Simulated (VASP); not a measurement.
# KTaO3 (P4/mmm) in VASP: further runs, part 2 of 2

VASP 6.6.1. The steps go on from the part before.

## Step 3: Single point, PBE (strain -0.0750 x Voigt [1, 0, 0, 0, 0, 0])

INCAR

```
PREC     = Accurate       # precision mode
ENCUT    = 520            # plane-wave cutoff, eV
EDIFF    = 1E-6           # SCF threshold, eV
ISMEAR   = 0              # smearing method
SIGMA    = 0.05           # smearing width, eV
LREAL    = False          # projectors in reciprocal space
LASPH    = True           # aspherical terms in the spheres
NELM     = 100            # most SCF steps
ALGO     = Normal         # electronic algorithm
ISIF     = 2              # what is computed and relaxed
LWAVE    = False          # write WAVECAR
LCHARG   = False          # write CHGCAR
GGA      = PE             # functional
NBANDS   = 27             # bands
```

KPOINTS

```
regular mesh
0
Gamma
  8 8 8
```

POSCAR

```
KTaO3
1.0
    3.6891775000      0.0000000000      0.0000000000
    0.0000000000      3.9883000000      0.0000000000
    0.0000000000      0.0000000000      3.9883000000
K Ta O
1 1 3
Direct
    0.5000000000      0.5000000000      0.5000000000
    0.0000000000      0.0000000000      0.0000000000
    0.5000000000      0.0000000000      0.0000000000
    0.0000000000      0.5000000000      0.0000000000
    0.0000000000      0.0000000000      0.5000000000
```

Potentials or basis: VASP PAW PBE potentials, release 64 (K_sv, Ta_pv, O).

Started as:

```bash
> cat potpaw_PBE.64/K_sv/POTCAR potpaw_PBE.64/Ta_pv/POTCAR potpaw_PBE.64/O/POTCAR > POTCAR
> mpirun -np 1 vasp_std > vasp.out
```

OUTCAR:

```text
PREC = Accurate
   ENCUT = 520
   EDIFF = 1E-6
   ISMEAR = 0
   LREAL = False
   LASPH = True
   NELM = 100
   ISIF = 2
   GGA = PE

 ion  position               nearest neighbor table
   1  0.500  0.500  0.500-   4 2.72   5 2.72   4 2.72   5 2.72   4 2.72   5 2.72   4 2.72   5 2.72
                             3 2.82   3 2.82   3 2.82   3 2.82   2 3.37   2 3.37   2 3.37   2 3.37
   2  0.000  0.000  0.000-   3 1.84   3 1.84   5 1.99   5 1.99   4 1.99   4 1.99   1 3.37   1 3.37
                             1 3.37   1 3.37   1 3.37   1 3.37   1 3.37   1 3.37
   3  0.500  0.000  0.000-   2 1.84   2 1.84   1 2.82   1 2.82   1 2.82   1 2.82
   4  0.000  0.500  0.000-   2 1.99   2 1.99   1 2.72   1 2.72   1 2.72   1 2.72
   5  0.000  0.000  0.500-   2 1.99   2 1.99   1 2.72   1 2.72   1 2.72   1 2.72

  LATTYP: Found a simple tetragonal cell.
 ALAT       =     3.9883000000
 C/A-ratio  =     0.9250000000

  Lattice vectors:

 A1 = (   0.0000000000,   3.9883000000,   0.0000000000)
 A2 = (   0.0000000000,   0.0000000000,   3.9883000000)
 A3 = (   3.6891775000,   0.0000000000,   0.0000000000)

Analysis of symmetry for initial positions (statically):
=====================================================================
 Subroutine PRICEL returns:
[... 177 lines left out ...]

 E-fermi :   2.6720     XC(G=0): -11.2835

 val. band max:        2.4049423678   @ k =   0.5000   0.5000   0.5000
 cond. band min:       4.5900004197   @ k =   0.0000   0.0000   0.0000
 fundamental gap:      2.1850580519
 Fermi energy:         2.6719748025

 k-point     1 :       0.0000    0.0000    0.0000
  band No.  band energies     occupation
      1     -31.5941      2.00000
      2     -31.3639      2.00000
      3     -31.3639      2.00000
      4     -24.8953      2.00000
      5     -15.9664      2.00000
      6     -14.7414      2.00000
[... 709 lines left out ...]
     26      13.9764      0.00000
     27      14.0814      0.00000

 [... further k-points ...]
[... 5 lines left out ...]
  --------------------------------------------------------------------------------------
  -------------------------------------------------------------------------------------
  Total       21.6802983      5.0944522      5.0944522      0.0000000      0.0000000      0.0000000
  in kB      591.9304026    139.0922358    139.0922358      0.0000000      0.0000000      0.0000000
  external PRESSURE =     290.0382914 kB  Pullay stress =       0.0000000 kB

 VOLUME and BASIS-vectors are now :
 -----------------------------------------------------------------------------
  energy-cutoff  :      520.00
  volume of cell :       58.68
      direct lattice vectors                 reciprocal lattice vectors
     3.689177500  0.000000000  0.000000000     0.271063130  0.000000000  0.000000000
     0.000000000  3.988300000  0.000000000     0.000000000  0.250733395  0.000000000
     0.000000000  0.000000000  3.988300000     0.000000000  0.000000000  0.250733395

 POSITION                                       TOTAL-FORCE (eV/Angst)
 -----------------------------------------------------------------------------------
      1.84459      1.99415      1.99415         0.000000      0.000000      0.000000
      0.00000      0.00000      0.00000         0.000000      0.000000      0.000000
      1.84459      0.00000      0.00000         0.000000      0.000000      0.000000
      0.00000      1.99415      0.00000         0.000000      0.000000      0.000000
      0.00000      0.00000      1.99415         0.000000      0.000000      0.000000
 -----------------------------------------------------------------------------------
    total drift:                                0.000000      0.000000     -0.000000

  FREE ENERGIE OF THE ION-ELECTRON SYSTEM (eV)
  ---------------------------------------------------
  free  energy   TOTEN  =       -40.1516848109 eV

  energy  without entropy=      -40.1516848109  energy(sigma->0) =      -40.15168481
```

OSZICAR:

```text
N       E                     dE             d eps       ncg     rms          rms(c)
DAV:   1     0.331047685799E+03    0.33105E+03   -0.20946E+04  4050   0.143E+03
DAV:   2    -0.287082344293E+02   -0.35976E+03   -0.34908E+03  4729   0.415E+02
DAV:   3    -0.478369276862E+02   -0.19129E+02   -0.19039E+02  5555   0.932E+01
DAV:   4    -0.485148847237E+02   -0.67796E+00   -0.67665E+00  6745   0.111E+01
DAV:   5    -0.485184264593E+02   -0.35417E-02   -0.35413E-02  5304   0.840E-01    0.409E+01
DAV:   6    -0.402926553442E+02    0.82258E+01   -0.33608E+01  4851   0.410E+01    0.161E+01
DAV:   7    -0.402055013386E+02    0.87154E-01   -0.15382E+00  5408   0.809E+00    0.108E+01
DAV:   8    -0.401612727148E+02    0.44229E-01   -0.26172E-01  4854   0.428E+00    0.238E+00
DAV:   9    -0.401517953019E+02    0.94774E-02   -0.25316E-02  5305   0.114E+00    0.291E-01
DAV:  10    -0.401516863969E+02    0.10891E-03   -0.69884E-03  5388   0.566E-01    0.129E-01
DAV:  11    -0.401516646403E+02    0.21757E-04   -0.58750E-04  5575   0.170E-01    0.481E-02
DAV:  12    -0.401516777602E+02   -0.13120E-04   -0.50084E-05  5138   0.496E-02    0.250E-02
DAV:  13    -0.401516846131E+02   -0.68529E-05   -0.11932E-05  5635   0.253E-02    0.624E-03
DAV:  14    -0.401516848109E+02   -0.19773E-06   -0.14113E-06  4177   0.871E-03
   1 F= -.40151685E+02 E0= -.40151685E+02  d E =-.257692E-16
```

Wall time 1.8 min (1 thread of Intel Xeon Platinum 8259CL at 2.50GHz (Skylake/Cascade Lake), shared host); peak memory 0.24 GiB.

Results:

```
Free energy            : -40.1517 eV
Pressure               : 29.0 GPa
Band gap on the k mesh : 2.19 eV (least direct gap 2.66 eV)
```

Caveat: the cell differs from its parent crystal (strain -0.0750 x Voigt [1, 0, 0, 0, 0, 0]); the cell stands under pressure; spin-orbit coupling is left out, which moves the levels of the heavy elements.

## Step 4: Single point, PBE (strain +0.0750 x Voigt [1, 0, 0, 0, 0, 0])

INCAR

```
ALGO = Normal
EDIFF = 1E-6
ENCUT = 520
GGA = PE
ISIF = 2
ISMEAR = 0
LASPH = T
LCHARG = F
LREAL = F
LWAVE = F
NBANDS = 27
NELM = 60
PREC = Accurate
SIGMA = 0.05
```

KPOINTS

```
k-points
0
Gamma
  8 8 8
```

POSCAR: that of step 3 with these lines changed.

```diff
@@ -2,3 +2,3 @@
 1.0
-    3.6891775000      0.0000000000      0.0000000000
+    4.2874225000      0.0000000000      0.0000000000
     0.0000000000      3.9883000000      0.0000000000
```

Started as:

```bash
> cat potpaw_PBE.64/K_sv/POTCAR potpaw_PBE.64/Ta_pv/POTCAR potpaw_PBE.64/O/POTCAR > POTCAR
> mpirun -np 1 vasp_std > vasp.out
```

Wall time 2.3 min (1 thread of Intel Xeon Platinum 8259CL at 2.50GHz (Skylake/Cascade Lake), shared host); peak memory 0.27 GiB.

The run converged. Its results:

```
Free energy            : -40.8080 eV
Pressure               : -5.6 GPa
Band gap on the k mesh : 1.92 eV (least direct gap 2.43 eV)
```

Stress tensor (GPa, compression positive):
```
-18.02   0.00   0.00
  0.00   0.60   0.00
  0.00   0.00   0.60
```

Levels at points of the mesh, in eV from the valence-band top:
```csv
k point,band 15,band 16,band 17,band 18,band 19,band 20,band 21,band 22,band 23,band 24
"(0.00, 0.00, 0.00)",-1.01,-1.01,-0.71,-0.51,-0.51,1.92,1.92,2.00,4.96,6.40
"(0.50, 0.00, 0.00)",-1.73,-1.73,-1.56,-1.01,-1.01,2.08,3.97,3.97,6.47,7.81
"(0.00, 0.50, 0.00)",-2.17,-2.08,-1.24,-0.90,-0.70,2.07,4.77,4.77,5.32,7.68
"(0.50, 0.50, 0.00)",-2.00,-1.88,-1.68,-1.66,-0.08,4.01,4.79,5.55,7.25,9.34
"(0.00, 0.50, 0.50)",-3.06,-1.67,-0.94,-0.94,-0.17,4.80,4.80,5.67,6.11,10.11
"(0.50, 0.50, 0.50)",-3.59,-3.59,-0.15,0.00,0.00,5.66,5.66,6.19,8.48,8.48
```

Caveat: the cell differs from its parent crystal (strain +0.0750 x Voigt [1, 0, 0, 0, 0, 0]); the cell stands under tension; spin-orbit coupling is left out, which moves the levels of the heavy elements. A k mesh can miss the band edges.

## Step 5: The runs side by side

```csv
cell,gap on the mesh (eV),pressure (GPa)
"a = 3.589, b = 3.988, c = 3.988 Å, 5 atoms",2.18,40.5
"a = 3.689, b = 3.988, c = 3.988 Å, 5 atoms",2.19,29.0
"a = 4.287, b = 3.988, c = 3.988 Å, 5 atoms",1.92,-5.6
```

Alike in all rows: task single point; level PBE; potentials or basis VASP PAW PBE potentials, release 64 (K_sv, Ta_pv, O); no spin polarisation; k mesh 8 × 8 × 8; cutoff (eV) 520; smearing gaussian 0.05 eV.

Caveats: spin-orbit coupling is left out, which moves the levels of the heavy elements; the cell stands under pressure (at least some runs); the cell stands under tension (at least some runs).

Absolute energies hang on the potentials; compare differences alone.
